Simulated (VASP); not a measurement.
# KI (P-6m2) in VASP: further runs, part 2 of 2

VASP 6.6.1.

## (4) Single point, PBE

This run uses another cell than the first one, of 46.60 Å³/atom, 1.102 times its volume.

The input, INCAR:

```
ALGO = Normal ; EDIFF = 1E-6
ENCUT = 520 ; GGA = PE
ISIF = 2 ; ISMEAR = 0
LASPH = T ; LCHARG = F
LREAL = F ; LWAVE = F
NBANDS = 15 ; NELM = 80
PREC = Accurate ; SIGMA = 0.02
```

The input, KPOINTS:

```
k-points
0
Gamma
  6 6 6
```

The input, POSCAR:

```
KI
1.0
    4.8916451977      0.0000000000      0.0000000000
   -2.4458225988      4.2362890075      0.0000000000
    0.0000000000      0.0000000000      4.4978544374
K I
1 1
Direct
    0.0000000000      0.0000000000      0.0000000000
    0.6666666667      0.3333333333      0.5000000000
```

Potentials or basis: VASP PAW PBE potentials, release 64 (K_sv, I).

Command:

```
cat potpaw_PBE.64/K_sv/POTCAR potpaw_PBE.64/I/POTCAR > POTCAR
mpirun -np 1 vasp_std > vasp.out
```

OUTCAR:

```text
EDIFF = 1E-6
   ENCUT = 520
   GGA = PE
   ISIF = 2
   ISMEAR = 0
   LASPH = T
   LREAL = F
   NELM = 80
   PREC = Accurate

 ion  position               nearest neighbor table
   1  0.000  0.000  0.000-   2 3.61   2 3.61   2 3.61   2 3.61   2 3.61   2 3.61
   2  0.667  0.333  0.500-   1 3.61   1 3.61   1 3.61   1 3.61   1 3.61   1 3.61

  LATTYP: Found a hexagonal cell.
 ALAT       =     4.8916451977
 C/A-ratio  =     0.9194972766

  Lattice vectors:

 A1 = (   4.8916451977,   0.0000000000,   0.0000000000)
 A2 = (  -2.4458225988,   4.2362890075,   0.0000000000)
 A3 = (   0.0000000000,   0.0000000000,   4.4978544374)

Analysis of symmetry for initial positions (statically):
=====================================================================
 Subroutine PRICEL returns:
 Original cell was already a primitive cell.

 Routine SETGRP: Setting up the symmetry group for a
 hexagonal supercell.

 Subroutine GETGRP returns: Found 12 space group operations
 (whereof 12 operations were pure point group operations)
 out of a pool of 24 trial point group operations.

The static configuration has the point symmetry D_3h.

Analysis of symmetry for dynamics (positions and initial velocities):
=====================================================================
 Subroutine PRICEL returns:
 Original cell was already a primitive cell.

 Routine SETGRP: Setting up the symmetry group for a
 hexagonal supercell.

 Subroutine GETGRP returns: Found 12 space group operations
 (whereof 12 operations were pure point group operations)
 out of a pool of 24 trial point group operations.

The dynamic configuration has the point symmetry D_3h.

 Subroutine INISYM returns: Found 12 space group operations
 (whereof 12 operations are pure point group operations),
 and found     1 'primitive' translations

----------------------------------------------------------------------------------------

                                     Primitive cell

  volume of cell :      93.2064

  direct lattice vectors                    reciprocal lattice vectors
     4.891645198  0.000000000  0.000000000     0.204430199  0.118027830  0.000000000
    -2.445822599  4.236289007  0.000000000     0.000000000  0.236055661  0.000000000
     0.000000000  0.000000000  4.497854437     0.000000000  0.000000000  0.222328226

  length of vectors
     4.891645198  4.891645198  4.497854437     0.236055661  0.236055661  0.222328226

  position of ions in fractional coordinates (direct lattice)
     0.000000000  0.000000000  0.000000000
     0.666666667  0.333333333  0.500000000

  ion indices of the primitive-cell ions
   primitive index   ion index
                 1           1
                 2           2

----------------------------------------------------------------------------------------

 KPOINTS: k-points

Automatic generation of k-mesh.
 Grid dimensions read from file:
 generate k-points for:    6    6    6

 Generating k-lattice:

  Cartesian coordinates                     Fractional coordinates (reciprocal lattice)
[... 39 lines left out ...]
  0.166667 -0.000000  0.500000      6.000000
  0.333333  0.000000  0.500000      6.000000
 [... further k-points ...]
   k-points           NKPTS =     28   k-points in BZ     NKDIM =     28   number of bands    NBANDS=     15
   number of dos      NEDOS =    301   number of ions     NIONS =      2
   total plane-waves  NPLWV =  46656
   dimension x,y,z NGX =    36 NGY =   36 NGZ =   36
   dimension x,y,z NGXF=    72 NGYF=   72 NGZF=   72
   ions per type =               1   1
   NGX,Y,Z   is equivalent  to a cutoff of  12.23, 12.23, 13.31 a.u.
   NGXF,Y,Z  is equivalent  to a cutoff of  24.47, 24.47, 26.61 a.u.
 SYSTEM =  unknown system
   PREC   = accura    normal or accurate (medium, high low for compatibility)
   ISTART =      0    job   : 0-new  1-cont  2-samecut
   ICHARG =      2    charge: 1-file 2-atom 10-const
   ISPIN  =      1    spin polarized calculation?
   LNONCOLLINEAR =      F non collinear calculations
   LSORBIT =      F    spin-orbit coupling
   LASPH  =      T    aspherical Exc in radial PAW
   ENCUT  =  520.0 eV  38.22 Ry    6.18 a.u.   9.10  9.10  8.36*2*pi/ulx,y,z
   NELM   =     80;   NELMIN=  2; NELMDL= -5     # of ELM steps
   EDIFF  = 0.1E-05   stopping-criterion for ELM
   LREAL  =      F    real-space projection
   EDIFFG = 0.1E-04   stopping-criterion for IOM
   NSW    =      0    number of steps for IOM
   IBRION =     -1    ionic relax: 0-MD 1-quasi-New 2-CG
   NFREE  =      0    steps in history (QN), initial steepest desc. (CG)
   ISIF   =      2    stress and relaxation
   ISYM   =      2    0-nonsym 1-usesym 2-fastsym
   POTIM  = 0.5000    time-step for ionic-motion
   TEBEG  =    0.0;   TEEND  =   0.0 temperature during run
   PSTRESS=    0.0 pullay stress
   NELECT =      16.0000    total number of electrons
   NUPDOWN=      -1.0000    fix difference up-down
   EMIN   =  10.00;   EMAX   =-10.00  energy-range for DOS
   EFERMI =   0.00;   METHOD = LEGACY
   ISMEAR =     0;   SIGMA  =   0.02  broadening in eV -4-tet -1-fermi 0-gaus
   EFERMI_NEDOS =   21; number of points for ismear=-14 and -15
   IALGO  =     38    algorithm
   IMIX   =      4    mixing-type and parameters
     AMIX     =   0.40;   BMIX     =  1.00
     AMIX_MAG =   1.60;   BMIX_MAG =  1.00
  volume/ion in A,a.u.               =      46.60       314.49
  Fermi-wavevector in a.u.,A,eV,Ry     =   0.909842  1.719353 11.263083  0.827813
  Thomas-Fermi vector in A             =   2.033935
   LORBIT       =      0    0 simple, 1 ext, 2 COOP (PROOUT), +10 PAW based schemes
   GGA     = PE    functional components
   LHFCALC =     F    Hartree Fock is set to
   AEXX    =    0.0000 exact exchange contribution
   IVDW    =     0    specifies the selected vdW correction
   LEPSILON=     F    determine dielectric tensor
   LRPA    =     F    only Hartree local field effects (RPA)
 non-spin polarized calculation
 Gauss-broadening in eV      SIGMA  =   0.02
  energy-cutoff  :      520.00
  volume of cell :       93.21
 maximum number of plane-waves:      2532
   NGX = 19   NGY = 19   NGZ = 17

 number of electron      15.9999997 magnetization

 Free energy of the ion-electron system (eV)
  ---------------------------------------------------
  ext. energy  EPLUGINS =         0.00000000
  ---------------------------------------------------
  free energy    TOTEN  =        -5.47814676 eV

  energy without entropy =       -5.47814676  energy(sigma->0) =       -5.47814676

 E-fermi :  -0.3888     XC(G=0):  -6.9358

 val. band max:       -0.5067670647   @ k =   0.3333   0.3333   0.0000
 cond. band min:       3.1192980255   @ k =   0.0000   0.0000   0.0000
 fundamental gap:      3.6260650902
 Fermi energy:        -0.3887828584

 k-point     1 :       0.0000    0.0000    0.0000
  band No.  band energies     occupation
      1     -29.3599      2.00000
      2     -12.8457      2.00000
      3     -12.8457      2.00000
      4     -12.8141      2.00000
      5     -11.0602      2.00000
      6      -0.6791      2.00000
      7      -0.6791      2.00000
      8      -0.5173      2.00000
      9       3.1193      0.00000
     10       4.9140      0.00000
     11       6.9584      0.00000
     12       6.9584      0.00000
     13       8.1105      0.00000
     14       8.1105      0.00000
[... 401 lines left out ...]
      2     -12.8949      2.00000
      3     -12.8684      2.00000
      4     -12.8446      2.00000
      5     -10.8343      2.00000
      6      -1.7405      2.00000
      7      -1.2427      2.00000
      8      -0.7621      2.00000
      9       4.6034      0.00000
     10       5.7368      0.00000
     11       7.0204      0.00000
     12       7.7706      0.00000
     13       7.8859      0.00000
     14       8.1176      0.00000
     15       8.6771      0.00000

 [... further k-points ...]

------------------------ aborting loop because EDIFF is reached ----------------------------------------

  FORCE on cell =-STRESS in cart. coord.  units (eV):
  Direction    XX          YY          ZZ          XY          YZ          ZX
  --------------------------------------------------------------------------------------
  -------------------------------------------------------------------------------------
  Total        0.0139065      0.0139065      0.0250731      0.0000000     -0.0000000      0.0000000
  in kB        0.2390466      0.2390466      0.4309946      0.0000000     -0.0000000      0.0000000
  external PRESSURE =       0.3030292 kB  Pullay stress =       0.0000000 kB

 VOLUME and BASIS-vectors are now :
 -----------------------------------------------------------------------------
  energy-cutoff  :      520.00
  volume of cell :       93.21
      direct lattice vectors                 reciprocal lattice vectors
     4.891645198  0.000000000  0.000000000     0.204430199  0.118027830  0.000000000
    -2.445822599  4.236289007  0.000000000     0.000000000  0.236055661  0.000000000
     0.000000000  0.000000000  4.497854437     0.000000000  0.000000000  0.222328226

 POSITION                                       TOTAL-FORCE (eV/Angst)
 -----------------------------------------------------------------------------------
      0.00000      0.00000      0.00000         0.000000     -0.000000      0.000000
      2.44582      1.41210      2.24893        -0.000000      0.000000      0.000000
 -----------------------------------------------------------------------------------
    total drift:                               -0.000000      0.000000     -0.000000

  FREE ENERGIE OF THE ION-ELECTRON SYSTEM (eV)
  ---------------------------------------------------
  free  energy   TOTEN  =        -5.4781467615 eV

  energy  without entropy=       -5.4781467615  energy(sigma->0) =       -5.47814676
```

OSZICAR:

```text
N       E                     dE             d eps       ncg     rms          rms(c)
DAV:   1     0.899621317798E+02    0.89962E+02   -0.64394E+03   840   0.898E+02
DAV:   2     0.316644381805E+00   -0.89645E+02   -0.84355E+02  1043   0.210E+02
DAV:   3    -0.531242868438E+01   -0.56291E+01   -0.56074E+01  1209   0.461E+01
DAV:   4    -0.559467630154E+01   -0.28225E+00   -0.28219E+00  1360   0.903E+00
DAV:   5    -0.559722211969E+01   -0.25458E-02   -0.25458E-02  1222   0.780E-01    0.273E+00
DAV:   6    -0.548470161715E+01    0.11252E+00   -0.10003E-01  1120   0.182E+00    0.197E+00
DAV:   7    -0.546876419608E+01    0.15937E-01   -0.12333E-01  1162   0.175E+00    0.785E-01
DAV:   8    -0.547658491775E+01   -0.78207E-02   -0.15773E-02   914   0.755E-01    0.142E-01
DAV:   9    -0.547766891360E+01   -0.10840E-02   -0.15429E-03  1127   0.211E-01    0.891E-02
DAV:  10    -0.547799565482E+01   -0.32674E-03   -0.23710E-04   906   0.807E-02    0.222E-02
DAV:  11    -0.547813902415E+01   -0.14337E-03   -0.14341E-04   882   0.621E-02    0.241E-02
DAV:  12    -0.547814512036E+01   -0.60962E-05   -0.84557E-06  1078   0.201E-02    0.104E-02
DAV:  13    -0.547814639786E+01   -0.12775E-05   -0.17408E-06   984   0.670E-03    0.221E-03
DAV:  14    -0.547814676155E+01   -0.36368E-06   -0.30653E-07   882   0.322E-03
   1 F= -.54781468E+01 E0= -.54781468E+01  d E =-.228764E-18
```

It took 33 s on 1 thread of Intel Xeon Platinum 8375C at 2.90GHz (Ice Lake), shared host; peak memory 0.22 GiB.

Results:

| Quantity | Value |
| --- | --- |
| Free energy | -5.4781 eV |
| Pressure | 0.0 GPa |
| Band gap on the k mesh | 3.63 eV, indirect (least direct gap 3.64 eV) |

Caveat: spin-orbit coupling is left out, which moves the levels of the heavy elements. PBE gaps usually lie below the measured ones, often by a third to a half.
